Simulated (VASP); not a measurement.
# BaF2 (Fm-3m) in VASP: a series of runs, part 2 of 2

VASP 6.6.1. The steps go on from the part before.

### 3 Single point, PBEsol

INCAR

```
  ALGO = Normal
  EDIFF = 1E-6
  ENCUT = 600
  GGA = PS
  GGA_COMPAT = F
  ISIF = 2
  ISMEAR = 0
  LASPH = T
  LCHARG = F
  LREAL = F
  LWAVE = F
  NBANDS = 19
  NELM = 120
  PREC = Accurate
  SIGMA = 0.01
```

KPOINTS

```
k-points
0
Gamma
  3 3 3
```

POSCAR

```
BaF2
1.0
    0.0000000000      3.0971637718      3.0971637718
    3.0971637718      0.0000000000      3.0971637718
    3.0971637718      3.0971637718      0.0000000000
Ba F
1 2
Direct
    0.0000000000      0.0000000000      0.0000000000
    0.2500000000      0.2500000000      0.2500000000
    0.7500000000      0.7500000000      0.7500000000
```

Potentials or basis: VASP PAW PBE potentials, release 64 (Ba_sv, F).

Started as:

```console
cat potpaw_PBE.64/Ba_sv/POTCAR potpaw_PBE.64/F/POTCAR > POTCAR
mpirun -np 1 vasp_std > vasp.out
```

OUTCAR:

```text
EDIFF = 1E-6
   ENCUT = 600
   GGA = PS
   ISIF = 2
   ISMEAR = 0
   LASPH = T
   LREAL = F
   NELM = 120
   PREC = Accurate

 ion  position               nearest neighbor table
   1  0.000  0.000  0.000-   3 2.68   3 2.68   3 2.68   2 2.68   3 2.68   2 2.68   2 2.68   2 2.68

   2  0.250  0.250  0.250-   1 2.68   1 2.68   1 2.68   1 2.68
   3  0.750  0.750  0.750-   1 2.68   1 2.68   1 2.68   1 2.68

  LATTYP: Found a face centered cubic cell.
 ALAT       =     6.1943275436

  Lattice vectors:

 A1 = (   0.0000000000,   3.0971637718,   3.0971637718)
 A2 = (   3.0971637718,   0.0000000000,   3.0971637718)
 A3 = (   3.0971637718,   3.0971637718,   0.0000000000)

Analysis of symmetry for initial positions (statically):
=====================================================================
 Subroutine PRICEL returns:
 Original cell was already a primitive cell.

 Routine SETGRP: Setting up the symmetry group for a
 face centered cubic supercell.

 Subroutine GETGRP returns: Found 48 space group operations
 (whereof 48 operations were pure point group operations)
 out of a pool of 48 trial point group operations.

The static configuration has the point symmetry O_h .

Analysis of symmetry for dynamics (positions and initial velocities):
=====================================================================
 Subroutine PRICEL returns:
 Original cell was already a primitive cell.

 Routine SETGRP: Setting up the symmetry group for a
 face centered cubic supercell.

 Subroutine GETGRP returns: Found 48 space group operations
 (whereof 48 operations were pure point group operations)
 out of a pool of 48 trial point group operations.

The dynamic configuration has the point symmetry O_h .

 Subroutine INISYM returns: Found 48 space group operations
 (whereof 48 operations are pure point group operations),
 and found     1 'primitive' translations

----------------------------------------------------------------------------------------

                                     Primitive cell

  volume of cell :      59.4186

  direct lattice vectors                    reciprocal lattice vectors
     0.000000000  3.097163772  3.097163772    -0.161438024  0.161438024  0.161438024
     3.097163772  0.000000000  3.097163772     0.161438024 -0.161438024  0.161438024
     3.097163772  3.097163772  0.000000000     0.161438024  0.161438024 -0.161438024

  length of vectors
     4.380051011  4.380051011  4.380051011     0.279618860  0.279618860  0.279618860

  position of ions in fractional coordinates (direct lattice)
     0.000000000  0.000000000  0.000000000
     0.250000000  0.250000000  0.250000000
     0.750000000  0.750000000  0.750000000

  ion indices of the primitive-cell ions
   primitive index   ion index
                 1           1
                 2           2
                 3           3

----------------------------------------------------------------------------------------

 KPOINTS: k-points

Automatic generation of k-mesh.
 Grid dimensions read from file:
 generate k-points for:    3    3    3

 Generating k-lattice:

  Cartesian coordinates                     Fractional coordinates (reciprocal lattice)
    -0.053812675  0.053812675  0.053812675     0.333333333  0.000000000  0.000000000
     0.053812675 -0.053812675  0.053812675     0.000000000  0.333333333  0.000000000
     0.053812675  0.053812675 -0.053812675     0.000000000  0.000000000  0.333333333

  Length of vectors
     0.093206287  0.093206287  0.093206287

  Shift w.r.t. Gamma in fractional coordinates (k-lattice)
     0.000000000  0.000000000  0.000000000

 Subroutine IBZKPT returns following result:
 ===========================================

 Found      4 irreducible k-points:

 Following reciprocal coordinates:
            Coordinates               Weight
  0.000000  0.000000  0.000000      1.000000
  0.333333  0.000000  0.000000      8.000000
  0.333333  0.333333  0.000000      6.000000
 -0.333333  0.333333  0.000000     12.000000
   k-points           NKPTS =      4   k-points in BZ     NKDIM =      4   number of bands    NBANDS=     19
   number of dos      NEDOS =    301   number of ions     NIONS =      3
   total plane-waves  NPLWV =  46656
   dimension x,y,z NGX =    36 NGY =   36 NGZ =   36
   dimension x,y,z NGXF=    72 NGYF=   72 NGZF=   72
   ions per type =               1   2
   NGX,Y,Z   is equivalent  to a cutoff of  13.66, 13.66, 13.66 a.u.
   NGXF,Y,Z  is equivalent  to a cutoff of  27.33, 27.33, 27.33 a.u.
 SYSTEM =  unknown system
   PREC   = accura    normal or accurate (medium, high low for compatibility)
   ISTART =      0    job   : 0-new  1-cont  2-samecut
   ICHARG =      2    charge: 1-file 2-atom 10-const
   ISPIN  =      1    spin polarized calculation?
   LNONCOLLINEAR =      F non collinear calculations
   LSORBIT =      F    spin-orbit coupling
   LASPH  =      T    aspherical Exc in radial PAW
   ENCUT  =  600.0 eV  44.10 Ry    6.64 a.u.   8.75  8.75  8.75*2*pi/ulx,y,z
   NELM   =    120;   NELMIN=  2; NELMDL= -5     # of ELM steps
   EDIFF  = 0.1E-05   stopping-criterion for ELM
   LREAL  =      F    real-space projection
   EDIFFG = 0.1E-04   stopping-criterion for IOM
   NSW    =      0    number of steps for IOM
   IBRION =     -1    ionic relax: 0-MD 1-quasi-New 2-CG
   NFREE  =      0    steps in history (QN), initial steepest desc. (CG)
   ISIF   =      2    stress and relaxation
   ISYM   =      2    0-nonsym 1-usesym 2-fastsym
   POTIM  = 0.5000    time-step for ionic-motion
   TEBEG  =    0.0;   TEEND  =   0.0 temperature during run
   PSTRESS=    0.0 pullay stress
   NELECT =      24.0000    total number of electrons
   NUPDOWN=      -1.0000    fix difference up-down
   EMIN   =  10.00;   EMAX   =-10.00  energy-range for DOS
   EFERMI =   0.00;   METHOD = LEGACY
   ISMEAR =     0;   SIGMA  =   0.01  broadening in eV -4-tet -1-fermi 0-gaus
   EFERMI_NEDOS =   21; number of points for ismear=-14 and -15
   IALGO  =     38    algorithm
   IMIX   =      4    mixing-type and parameters
     AMIX     =   0.40;   BMIX     =  1.00
     AMIX_MAG =   1.60;   BMIX_MAG =  1.00
  volume/ion in A,a.u.               =      19.81       133.66
  Fermi-wavevector in a.u.,A,eV,Ry     =   1.210146  2.286844 19.925095  1.464453
  Thomas-Fermi vector in A             =   2.345702
   LORBIT       =      0    0 simple, 1 ext, 2 COOP (PROOUT), +10 PAW based schemes
   GGA     = PS    functional components
   LHFCALC =     F    Hartree Fock is set to
   AEXX    =    0.0000 exact exchange contribution
   IVDW    =     0    specifies the selected vdW correction
   LEPSILON=     F    determine dielectric tensor
   LRPA    =     F    only Hartree local field effects (RPA)
 non-spin polarized calculation
 Gauss-broadening in eV      SIGMA  =   0.01
  energy-cutoff  :      600.00
  volume of cell :       59.42
 maximum number of plane-waves:      1994
   NGX = 17   NGY = 17   NGZ = 17

 number of electron      24.0000001 magnetization

 Free energy of the ion-electron system (eV)
  ---------------------------------------------------
  ext. energy  EPLUGINS =         0.00000000
  ---------------------------------------------------
  free energy    TOTEN  =       -17.64455065 eV

  energy without entropy =      -17.64455065  energy(sigma->0) =      -17.64455065

 E-fermi :  -2.1968     XC(G=0):  -8.9248

 val. band max:       -2.2535978046   @ k =   0.3333   0.3333   0.0000
 cond. band min:       4.4617654091   @ k =   0.0000   0.0000   0.0000
 fundamental gap:      6.7153632137
 Fermi energy:        -2.1967747549

 k-point     1 :       0.0000    0.0000    0.0000
  band No.  band energies     occupation
      1     -25.2505      2.00000
      2     -20.9902      2.00000
      3     -20.9452      2.00000
      4     -10.0758      2.00000
      5     -10.0758      2.00000
      6     -10.0758      2.00000
[... 11 lines left out ...]
     18       9.1682      0.00000
     19      13.1777      0.00000

 k-point     2 :       0.3333    0.0000    0.0000
  band No.  band energies     occupation
      1     -25.0910      2.00000
      2     -21.1660      2.00000
      3     -21.0512      2.00000
      4     -10.2073      2.00000
      5     -10.2014      2.00000
      6     -10.2014      2.00000
[... 11 lines left out ...]
     18       9.2869      0.00000
     19      11.2140      0.00000

 k-point     3 :       0.3333    0.3333    0.0000
  band No.  band energies     occupation
      1     -25.0357      2.00000
      2     -21.2223      2.00000
      3     -21.0876      2.00000
      4     -10.3875      2.00000
      5     -10.3875      2.00000
      6      -9.9529      2.00000
[... 11 lines left out ...]
     18       9.5506      0.00000
     19      13.0586      0.00000

 k-point     4 :      -0.3333    0.3333    0.0000
  band No.  band energies     occupation
      1     -24.9767      2.00000
      2     -21.2272      2.00000
      3     -21.1848      2.00000
      4     -10.3659      2.00000
      5     -10.3556      2.00000
      6     -10.1280      2.00000
[... 11 lines left out ...]
     18      11.0627      0.00000
     19      12.3579      0.00000

------------------------ aborting loop because EDIFF is reached ----------------------------------------

  FORCE on cell =-STRESS in cart. coord.  units (eV):
  Direction    XX          YY          ZZ          XY          YZ          ZX
  --------------------------------------------------------------------------------------
  -------------------------------------------------------------------------------------
  Total       -0.1987240     -0.1987240     -0.1987240      0.0000000      0.0000000     -0.0000000
  in kB       -5.3584402     -5.3584402     -5.3584402      0.0000000      0.0000000     -0.0000000
  external PRESSURE =      -5.3584402 kB  Pullay stress =       0.0000000 kB

 VOLUME and BASIS-vectors are now :
 -----------------------------------------------------------------------------
  energy-cutoff  :      600.00
  volume of cell :       59.42
      direct lattice vectors                 reciprocal lattice vectors
     0.000000000  3.097163772  3.097163772    -0.161438024  0.161438024  0.161438024
     3.097163772  0.000000000  3.097163772     0.161438024 -0.161438024  0.161438024
     3.097163772  3.097163772  0.000000000     0.161438024  0.161438024 -0.161438024

 POSITION                                       TOTAL-FORCE (eV/Angst)
 -----------------------------------------------------------------------------------
      0.00000      0.00000      0.00000         0.000000     -0.000000     -0.000000
      1.54858      1.54858      1.54858        -0.000000     -0.000000      0.000000
      4.64575      4.64575      4.64575         0.000000      0.000000     -0.000000
 -----------------------------------------------------------------------------------
    total drift:                                0.000000      0.000000      0.000000

  FREE ENERGIE OF THE ION-ELECTRON SYSTEM (eV)
  ---------------------------------------------------
  free  energy   TOTEN  =       -17.6445506460 eV

  energy  without entropy=      -17.6445506460  energy(sigma->0) =      -17.64455065
```

OSZICAR:

```text
N       E                     dE             d eps       ncg     rms          rms(c)
DAV:   1     0.168985083233E+03    0.16899E+03   -0.14350E+04   152   0.134E+03
DAV:   2    -0.102994476815E+02   -0.17928E+03   -0.17525E+03   194   0.270E+02
DAV:   3    -0.189997139435E+02   -0.87003E+01   -0.86623E+01   184   0.630E+01
DAV:   4    -0.191540651465E+02   -0.15435E+00   -0.15412E+00   180   0.823E+00
DAV:   5    -0.191589246239E+02   -0.48595E-02   -0.48592E-02   170   0.117E+00    0.796E+00
DAV:   6    -0.176580217724E+02    0.15009E+01   -0.63383E+00   161   0.190E+01    0.430E+00
DAV:   7    -0.176297751160E+02    0.28247E-01   -0.22119E-01   164   0.367E+00    0.220E+00
DAV:   8    -0.176347835635E+02   -0.50084E-02   -0.50678E-02   174   0.239E+00    0.273E-01
DAV:   9    -0.176410968370E+02   -0.63133E-02   -0.90850E-03   164   0.637E-01    0.138E-01
DAV:  10    -0.176445146775E+02   -0.34178E-02   -0.40463E-03   155   0.363E-01    0.350E-02
DAV:  11    -0.176445071600E+02    0.75176E-05   -0.65394E-05   191   0.640E-02    0.205E-02
DAV:  12    -0.176445504751E+02   -0.43315E-04   -0.74287E-05   155   0.509E-02    0.494E-03
DAV:  13    -0.176445506460E+02   -0.17091E-06   -0.12472E-06   164   0.703E-03
   1 F= -.17644551E+02 E0= -.17644551E+02  d E =-.237960E-16
```

Run time: 8.5 s. Hardware: 1 thread of Intel Xeon Platinum 8488C (Sapphire Rapids), shared host; peak memory 0.19 GiB.

Results:

| Property | Result |
| --- | --- |
| Free energy | -17.6446 eV |
| Pressure | -0.5 GPa |
| Band gap on the k mesh | 6.72 eV (least direct gap 6.72 eV) |

Levels at points of the mesh, in eV from the valence-band top:
| k point | band 9 | band 10 | band 11 | band 12 | band 13 | band 14 | band 15 | band 16 |
| --- | --- | --- | --- | --- | --- | --- | --- | --- |
| (0.00, 0.00, 0.00) | -1.46 | -0.01 | -0.01 | -0.01 | 6.72 | 9.19 | 9.19 | 11.42 |

Caveat: the k points lie up to 0.59 Å⁻¹ apart; the PAW data sets were made with another functional, which shifts forces and pressure a little; spin-orbit coupling is left out, which moves the levels of the heavy elements.

### 4 Single point, PBEsol

INCAR

```
PREC     = Accurate       # precision mode
ENCUT    = 600            # plane-wave cutoff, eV
EDIFF    = 1E-6           # SCF threshold, eV
ISMEAR   = 0              # smearing method
SIGMA    = 0.01           # smearing width, eV
LREAL    = False          # projectors in reciprocal space
LASPH    = True           # aspherical terms in the spheres
NELM     = 120            # most SCF steps
ALGO     = Normal         # electronic algorithm
ISIF     = 2              # what is computed and relaxed
LWAVE    = False          # write WAVECAR
LCHARG   = False          # write CHGCAR
GGA      = PS             # functional
NBANDS   = 19             # bands
GGA_COMPAT= False
```

KPOINTS

```
regular mesh
0
Gamma
  6 6 6
```

POSCAR is that of step 3.

Started as:

```console
cat potpaw_PBE.64/Ba_sv/POTCAR potpaw_PBE.64/F/POTCAR > POTCAR
mpirun -np 1 vasp_std > vasp.out
```

It took 19 s on 1 thread of Intel Xeon Platinum 8488C (Sapphire Rapids), shared host; peak memory 0.21 GiB.

The run converged. Its results:

```yaml
Free_energy: -17.6453 eV
Pressure: -0.5 GPa
Band_gap_on_the_k_mesh: 6.65 eV (least direct gap 6.72 eV)
```

Levels at points of the mesh, in eV from the valence-band top:
| k point | band 9 | band 10 | band 11 | band 12 | band 13 | band 14 | band 15 | band 16 |
| --- | --- | --- | --- | --- | --- | --- | --- | --- |
| (0.00, 0.00, 0.00) | -1.52 | -0.07 | -0.07 | -0.07 | 6.65 | 9.13 | 9.13 | 11.36 |
| (0.50, 0.00, 0.00) | -0.67 | -0.34 | -0.16 | -0.16 | 9.03 | 9.14 | 9.14 | 9.71 |
| (0.50, 0.50, 0.00) | -0.36 | -0.32 | -0.32 | -0.12 | 7.19 | 8.93 | 10.67 | 11.94 |

Caveat: the PAW data sets were made with another functional, which shifts forces and pressure a little; spin-orbit coupling is left out, which moves the levels of the heavy elements. A k mesh can miss the band edges.

### 5 Single point, PBEsol

INCAR

```
SYSTEM = BaF2
PREC = Accurate ; ENCUT = 600
EDIFF = 1E-6 ; ISMEAR = 0
SIGMA = 0.01 ; LREAL = .FALSE.
LASPH = .TRUE. ; NELM = 120
ALGO = Normal ; ISIF = 2
LWAVE = .FALSE. ; LCHARG = .FALSE.
GGA = PS ; NBANDS = 19
GGA_COMPAT = .FALSE.
```

KPOINTS

```
regular mesh
0
G
  6 6 6
  0 0 0
```

POSCAR is that of step 4.

Started as:

```console
cat potpaw_PBE.64/Ba_sv/POTCAR potpaw_PBE.64/F/POTCAR > POTCAR
mpirun -np 1 vasp_std > vasp.out
```

It took 17 s on 1 thread of Intel Xeon Platinum 8488C (Sapphire Rapids), shared host; peak memory 0.21 GiB.

It converged, with:

```
Free energy            : -17.6453 eV
Pressure               : -0.5 GPa
Band gap on the k mesh : 6.65 eV (least direct gap 6.72 eV)
```

Levels at points of the mesh, in eV from the valence-band top:
| k point | band 8 | band 9 | band 10 | band 11 | band 12 | band 13 | band 14 | band 15 | band 16 | band 17 |
| --- | --- | --- | --- | --- | --- | --- | --- | --- | --- | --- |
| (0.00, 0.00, 0.00) | -1.52 | -1.52 | -0.07 | -0.07 | -0.07 | 6.65 | 9.13 | 9.13 | 11.36 | 11.36 |
| (0.50, 0.00, 0.00) | -1.11 | -0.67 | -0.34 | -0.16 | -0.16 | 9.03 | 9.14 | 9.14 | 9.71 | 11.56 |
| (0.50, 0.50, 0.00) | -0.36 | -0.36 | -0.32 | -0.32 | -0.12 | 7.19 | 8.93 | 10.67 | 11.94 | 11.94 |

Caveat: the PAW data sets were made with another functional, which shifts forces and pressure a little; spin-orbit coupling is left out, which moves the levels of the heavy elements.

### 6 Single point, PBEsol

INCAR

```
SYSTEM = BaF2
PREC     = Accurate       ! precision mode
ENCUT    = 600            ! plane-wave cutoff, eV
EDIFF    = 1E-6           ! SCF threshold, eV
ISMEAR   = 1              ! smearing method
SIGMA    = 0.5            ! smearing width, eV
LREAL    = .False.        ! projectors in reciprocal space
LASPH    = .True.         ! aspherical terms in the spheres
NELM     = 120            ! most SCF steps
ALGO     = Normal         ! electronic algorithm
ISIF     = 2              ! what is computed and relaxed
LWAVE    = .False.        ! write WAVECAR
LCHARG   = .True.         ! write CHGCAR
GGA      = PS             ! functional
LELF     = .True.         ! ELF
LVHAR    = .True.       
NBANDS   = 19             ! bands
GGA_COMPAT= .False.
```

KPOINTS

```
Automatic mesh
0
Gamma
  6 6 6
  0 0 0
```

POSCAR is that of step 5.

Potentials or basis: VASP PAW PBE potentials, release 64 (Ba_sv, F).

Started as:

```console
cat potpaw_PBE.64/Ba_sv/POTCAR potpaw_PBE.64/F/POTCAR > POTCAR
mpirun -np 1 vasp_std > vasp.out
```

Run time: 18 s. Hardware: 1 thread of Intel Xeon Platinum 8488C (Sapphire Rapids), shared host; peak memory 0.21 GiB.

The run converged. Its results:

```yaml
Free_energy: -17.5728 eV
Pressure: -0.7 GPa
Band_gap_on_the_k_mesh: 6.66 eV (least direct gap 6.73 eV)
```

Levels at points of the mesh, in eV from the valence-band top:
| k point | band 10 | band 11 | band 12 | band 13 | band 14 | band 15 |
| --- | --- | --- | --- | --- | --- | --- |
| (0.00, 0.00, 0.00) | -0.07 | -0.07 | -0.07 | 6.66 | 9.14 | 9.14 |
| (0.50, 0.00, 0.00) | -0.34 | -0.16 | -0.16 | 9.04 | 9.15 | 9.15 |
| (0.50, 0.50, 0.00) | -0.32 | -0.32 | -0.12 | 7.20 | 8.94 | 10.68 |

Caveat: so wide a smearing shifts energies and pressures; the PAW data sets were made with another functional, which shifts forces and pressure a little; spin-orbit coupling is left out, which moves the levels of the heavy elements. A k mesh can miss the band edges.

### 7 Summary

```csv
level,potentials or basis,k mesh,smearing,gap on the mesh (eV),pressure (GPa)
LDA,"VASP PAW LDA potentials, release 64 (Ba_sv, F)",4 × 4 × 4,gaussian 0.01 eV,6.40,-3.3
PBEsol,"VASP PAW PBE potentials, release 64 (Ba_sv, F)",3 × 3 × 3,gaussian 0.01 eV,6.72,-0.5
PBEsol,"VASP PAW PBE potentials, release 64 (Ba_sv, F)",6 × 6 × 6,gaussian 0.01 eV,6.65,-0.5
PBEsol,"VASP PAW PBE potentials, release 64 (Ba_sv, F)",6 × 6 × 6,methfessel-paxton 0.5 eV,6.66,-0.7
```

Alike in all rows: task single point; no spin polarisation; cell as given; cutoff (eV) 600.

Caveats: some runs use coarse meshes; spin-orbit coupling is left out, which moves the levels of the heavy elements; the PAW data sets were made with another functional, which shifts forces and pressure a little (at least some runs); so wide a smearing shifts energies and pressures (at least some runs).

Total energies depend on the potentials used, so only differences within one code and one set of settings carry meaning.
